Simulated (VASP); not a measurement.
# Fe (Fmmm) in VASP: further runs

Fe is run at these levels: PBEsol, LDA, r2SCAN, revPBE+D4; tasks: single point, relaxation of cell and atoms.

Everything below comes from runs of VASP 6.6.1. Logs are shortened: lines on timing, memory, paths and dates and some standing lists are left out, and cuts for length are marked.

**1. The cell of the first run**

The structure is orthorhombic, space group Fmmm (No. 69). Conventional cell: a = 2.977 Å, b = 3.857 Å, c = 3.904 Å, α = 90.00°, β = 90.00°, γ = 90.00°. Fe (site symmetry mmm) has 14 Fe at 2.44 to 2.98 Å within 3.2 Å.

**2. Single point, PBEsol, collinear spin, ferromagnetic start**

The input, INCAR:

```
PREC = Accurate
ENCUT = 520
EDIFF = 1E-6
ISMEAR = -1
SIGMA = 0.05
LREAL = F
LASPH = T
NELM = 150
ALGO = Fast
ISIF = 2
LWAVE = F
LCHARG = F
ISPIN = 2
MAGMOM = 3
LORBIT = 11
LMAXMIX = 4
GGA = PS
NBANDS = 14
```

The input, KPOINTS:

```
Automatic mesh
0
Gamma
  13 13 13
```

The input, POSCAR:

```
Fe
1.0
    0.0000000000      1.9287074879      1.9519161397
    1.4883827645      0.0000000000      1.9519161397
    1.4883827645      1.9287074879      0.0000000000
Fe
1
Direct
    0.0000000000      0.0000000000      0.0000000000
```

Potentials or basis: VASP PAW PBE potentials, release 64 (Fe).

The run is started by

```
> cat potpaw_PBE.64/Fe/POTCAR > POTCAR
> mpirun -np 1 vasp_std > vasp.out
```

OUTCAR:

```text
PREC = Accurate
   ENCUT = 520
   EDIFF = 1E-6
   ISMEAR = -1
   LREAL = F
   LASPH = T
   NELM = 150
   ISIF = 2
   ISPIN = 2
   LORBIT = 11
   GGA = PS

 ion  position               nearest neighbor table
   1  0.000  0.000  0.000-

  LATTYP: Found a face centered orthorhombic cell.
 ALAT       =     2.9767655290
 B/A-ratio  =     1.2958410524
 C/A-ratio  =     1.3114342535

  Lattice vectors:

 A1 = (   0.0000000000,   1.9287074879,   1.9519161397)
 A2 = (   1.4883827645,   0.0000000000,   1.9519161397)
 A3 = (   1.4883827645,   1.9287074879,   0.0000000000)

Analysis of symmetry for initial positions (statically):
=====================================================================
 Subroutine PRICEL returns:
 Original cell was already a primitive cell.

 Routine SETGRP: Setting up the symmetry group for a
 face centered orthorhombic supercell.

 Subroutine GETGRP returns: Found  8 space group operations
 (whereof  8 operations were pure point group operations)
 out of a pool of  8 trial point group operations.

The static configuration has the point symmetry D_2h.

Analysis of symmetry for dynamics (positions and initial velocities):
=====================================================================
 Subroutine PRICEL returns:
 Original cell was already a primitive cell.

 Routine SETGRP: Setting up the symmetry group for a
 face centered orthorhombic supercell.

 Subroutine GETGRP returns: Found  8 space group operations
 (whereof  8 operations were pure point group operations)
 out of a pool of  8 trial point group operations.

The dynamic configuration has the point symmetry D_2h.

Analysis of structural, dynamic, and magnetic symmetry:
=====================================================================
 Subroutine PRICEL returns:
 Original cell was already a primitive cell.

 Routine SETGRP: Setting up the symmetry group for a
 face centered orthorhombic supercell.

 Subroutine GETGRP returns: Found  8 space group operations
 (whereof  8 operations were pure point group operations)
 out of a pool of  8 trial point group operations.

The overall configuration has the point symmetry D_2h.

 Subroutine INISYM returns: Found  8 space group operations
 (whereof  8 operations are pure point group operations),
 and found     1 'primitive' translations

----------------------------------------------------------------------------------------

                                     Primitive cell

  volume of cell :      11.2066

  direct lattice vectors                    reciprocal lattice vectors
     0.000000000  1.928707488  1.951916140    -0.335935091  0.259240970  0.256158546
     1.488382765  0.000000000  1.951916140     0.335935091 -0.259240970  0.256158546
     1.488382765  1.928707488  0.000000000     0.335935091  0.259240970 -0.256158546

  length of vectors
     2.744064356  2.454640477  2.436225734     0.495656602  0.495656602  0.495656602

  position of ions in fractional coordinates (direct lattice)
     0.000000000  0.000000000  0.000000000

  ion indices of the primitive-cell ions
   primitive index   ion index
                 1           1

----------------------------------------------------------------------------------------

 KPOINTS: Automatic mesh

Automatic generation of k-mesh.
 Grid dimensions read from file:
 generate k-points for:   13   13   13

 Generating k-lattice:

  Cartesian coordinates                     Fractional coordinates (reciprocal lattice)
    -0.025841161  0.019941613  0.019704504     0.076923077 -0.000000000  0.000000000
     0.025841161 -0.019941613  0.019704504    -0.000000000  0.076923077  0.000000000
     0.025841161  0.019941613 -0.019704504     0.000000000  0.000000000  0.076923077

  Length of vectors
     0.038127431  0.038127431  0.038127431

  Shift w.r.t. Gamma in fractional coordinates (k-lattice)
     0.000000000  0.000000000  0.000000000

 Subroutine IBZKPT returns following result:
 ===========================================

 Found    343 irreducible k-points:

 Following reciprocal coordinates:
            Coordinates               Weight
  0.000000  0.000000  0.000000      1.000000
  0.076923 -0.000000  0.000000      8.000000
  0.153846 -0.000000  0.000000      8.000000
  0.230769  0.000000 -0.000000      8.000000
  0.307692 -0.000000  0.000000      8.000000
  0.384615 -0.000000  0.000000      8.000000
[... 16 lines left out ...]
  0.384615  0.153846 -0.000000      8.000000
  0.461538  0.153846 -0.000000      8.000000
 [... further k-points ...]
   k-points           NKPTS =    343   k-points in BZ     NKDIM =    343   number of bands    NBANDS=     14
   number of dos      NEDOS =    301   number of ions     NIONS =      1
   total plane-waves  NPLWV =   6480
   dimension x,y,z NGX =    20 NGY =   18 NGZ =   18
   dimension x,y,z NGXF=    40 NGYF=   36 NGZF=   36
   ions per type =               1
   NGX,Y,Z   is equivalent  to a cutoff of  12.12, 12.19, 12.28 a.u.
   NGXF,Y,Z  is equivalent  to a cutoff of  24.23, 24.38, 24.57 a.u.
 SYSTEM =  unknown system
   PREC   = accura    normal or accurate (medium, high low for compatibility)
   ISTART =      0    job   : 0-new  1-cont  2-samecut
   ICHARG =      2    charge: 1-file 2-atom 10-const
   ISPIN  =      2    spin polarized calculation?
   LNONCOLLINEAR =      F non collinear calculations
   LSORBIT =      F    spin-orbit coupling
   LASPH  =      T    aspherical Exc in radial PAW
   ENCUT  =  520.0 eV  38.22 Ry    6.18 a.u.   5.10  4.56  4.53*2*pi/ulx,y,z
   NELM   =    150;   NELMIN=  2; NELMDL= -5     # of ELM steps
   EDIFF  = 0.1E-05   stopping-criterion for ELM
   LREAL  =      F    real-space projection
   EDIFFG = 0.1E-04   stopping-criterion for IOM
   NSW    =      0    number of steps for IOM
   IBRION =     -1    ionic relax: 0-MD 1-quasi-New 2-CG
   NFREE  =      0    steps in history (QN), initial steepest desc. (CG)
   ISIF   =      2    stress and relaxation
   ISYM   =      2    0-nonsym 1-usesym 2-fastsym
   POTIM  = 0.5000    time-step for ionic-motion
   TEBEG  =    0.0;   TEEND  =   0.0 temperature during run
   PSTRESS=    0.0 pullay stress
   NELECT =       8.0000    total number of electrons
   NUPDOWN=      -1.0000    fix difference up-down
   EMIN   =  10.00;   EMAX   =-10.00  energy-range for DOS
   EFERMI =   0.00;   METHOD = LEGACY
   ISMEAR =    -1;   SIGMA  =   0.05  broadening in eV -4-tet -1-fermi 0-gaus
   EFERMI_NEDOS =   21; number of points for ismear=-14 and -15
   IALGO  =     68    algorithm
   IMIX   =      4    mixing-type and parameters
     AMIX     =   0.40;   BMIX     =  1.00
     AMIX_MAG =   1.60;   BMIX_MAG =  1.00
  volume/ion in A,a.u.               =      11.21        75.63
  Fermi-wavevector in a.u.,A,eV,Ry     =   1.463123  2.764901 29.126377  2.140728
  Thomas-Fermi vector in A             =   2.579255
   LORBIT       =     11    0 simple, 1 ext, 2 COOP (PROOUT), +10 PAW based schemes
   GGA     = PS    functional components
   LHFCALC =     F    Hartree Fock is set to
   AEXX    =    0.0000 exact exchange contribution
   IVDW    =     0    specifies the selected vdW correction
   LEPSILON=     F    determine dielectric tensor
   LRPA    =     F    only Hartree local field effects (RPA)
 spin polarized calculation
 RMM-DIIS sequential band-by-band and
  energy-cutoff  :      520.00
  volume of cell :       11.21
 maximum number of plane-waves:       317
   NGX = 11   NGY =  9   NGZ =  9

 number of electron       8.0000002 magnetization       2.1530710

 Free energy of the ion-electron system (eV)
  ---------------------------------------------------
  ext. energy  EPLUGINS =         0.00000000
  ---------------------------------------------------
  free energy    TOTEN  =        -8.89289631 eV

  energy without entropy =       -8.88371979  energy(sigma->0) =       -8.88830805

 E-fermi :   5.8505     XC(G=0): -13.3552

 val. band max:        5.8462801451   @ k =  -0.4615   0.0000   0.4615
 cond. band min:       5.8532207456   @ k =   0.3846  -0.0000   0.0769
 fundamental gap:      0.0069406006
 Fermi energy:         5.8504687033

 spin component 1

 k-point     1 :       0.0000    0.0000    0.0000
  band No.  band energies     occupation
      1      -2.7923      1.00000
      2       3.3252      1.00000
      3       3.4226      1.00000
      4       3.7789      1.00000
      5       4.5230      1.00000
      6       4.9289      1.00000
      7      29.7763      0.00000
      8      31.2825      0.00000
      9      31.5512      0.00000
     10      35.6054      0.00000
     11      36.6531      0.00000
     12      37.0790      0.00000
     13      37.5217      0.00000
     14      37.6126      0.00000
[... 375 lines left out ...]
 k-point    24 :       0.4615    0.1538   -0.0000
  band No.  band energies     occupation
      1       1.2268      1.00000
      2       2.6196      1.00000
      3       3.4029      1.00000
      4       4.5321      1.00000
      5       5.2970      0.99998
      6       7.1547      0.00000
      7      15.7039      0.00000
      8      21.5551      0.00000
      9      26.2675      0.00000
     10      31.9094      0.00000
     11      35.2607      0.00000
     12      38.7580      0.00000
     13      45.0940      0.00000
     14      46.8041      0.00000

 [... further k-points ...]

 spin component 2

 k-point     1 :       0.0000    0.0000    0.0000
  band No.  band energies     occupation
      1      -2.5329      1.00000
      2       5.1397      1.00000
      3       5.2858      0.99999
      4       5.7828      0.79460
      5       7.0224      0.00000
      6       7.6285      0.00000
      7      29.6681      0.00000
      8      31.2225      0.00000
      9      31.5221      0.00000
     10      36.0471      0.00000
     11      36.8156      0.00000
     12      38.0677      0.00000
     13      38.2303      0.00000
     14      38.3197      0.00000
[... 375 lines left out ...]
 k-point    24 :       0.4615    0.1538   -0.0000
  band No.  band energies     occupation
      1       2.2504      1.00000
      2       4.3459      1.00000
      3       4.7072      1.00000
      4       6.8921      0.00000
      5       7.8275      0.00000
      6       8.9209      0.00000
      7      16.7136      0.00000
      8      22.1663      0.00000
      9      26.8173      0.00000
     10      32.2104      0.00000
     11      35.7229      0.00000
     12      39.3261      0.00000
     13      45.3427      0.00000
     14      47.4546      0.00000

 [... further k-points ...]
[... 5 lines left out ...]
  --------------------------------------------------------------------------------------
  -------------------------------------------------------------------------------------
  Total       -0.9175624     -0.2492803     -0.3567175      0.0000000      0.0000000      0.0000000
  in kB     -131.1819370    -35.6390743    -50.9991359      0.0000000      0.0000000      0.0000000
  external PRESSURE =     -72.6067157 kB  Pullay stress =       0.0000000 kB

 VOLUME and BASIS-vectors are now :
 -----------------------------------------------------------------------------
  energy-cutoff  :      520.00
  volume of cell :       11.21
      direct lattice vectors                 reciprocal lattice vectors
     0.000000000  1.928707488  1.951916140    -0.335935091  0.259240970  0.256158546
     1.488382765  0.000000000  1.951916140     0.335935091 -0.259240970  0.256158546
     1.488382765  1.928707488  0.000000000     0.335935091  0.259240970 -0.256158546

 POSITION                                       TOTAL-FORCE (eV/Angst)
 -----------------------------------------------------------------------------------
      0.00000      0.00000      0.00000         0.000000      0.000000      0.000000
 -----------------------------------------------------------------------------------
    total drift:                                0.000000      0.000000      0.000000

  FREE ENERGIE OF THE ION-ELECTRON SYSTEM (eV)
  ---------------------------------------------------
  free  energy   TOTEN  =        -8.8928963107 eV

  energy  without entropy=       -8.8837197864  energy(sigma->0) =       -8.88830805

 total charge

# of ion       s       p       d       tot
------------------------------------------
    1        0.496   0.557   6.249   7.302

 magnetization (x)

# of ion       s       p       d       tot
------------------------------------------
    1       -0.014  -0.049   2.203   2.140
```

Wall time 41 s (1 thread of Intel Xeon 6975P-C (Granite Rapids), shared host); peak memory 0.19 GiB.

What came out:

```yaml
Free_energy: -8.8929 eV
Pressure: -7.3 GPa
Net_moment: 2.15 μB per cell
Site_moments: Fe +2.14 μB
Valence_electrons_inside_the_program's_atomic_spheres: Fe 7.30
```

Levels at points of the mesh, in eV from the Fermi level:
Spin up:
```tsv
k point	band 1	band 2	band 3	band 4	band 5	band 6	band 7	band 8	band 9	band 10
(0.00, 0.00, 0.00)	-8.64	-2.53	-2.43	-2.07	-1.33	-0.92	23.93	25.43	25.70	29.75
```
Spin down:
```
           k point  band 1  band 2  band 3  band 4  band 5  band 6  band 7  band 8
(0.00, 0.00, 0.00)   -8.38   -0.71   -0.56   -0.07    1.17    1.78   23.82   25.37
```

Caveat: the PAW data sets were made with another functional, which shifts forces and pressure a little.

(Continued in part 2 of 2.)
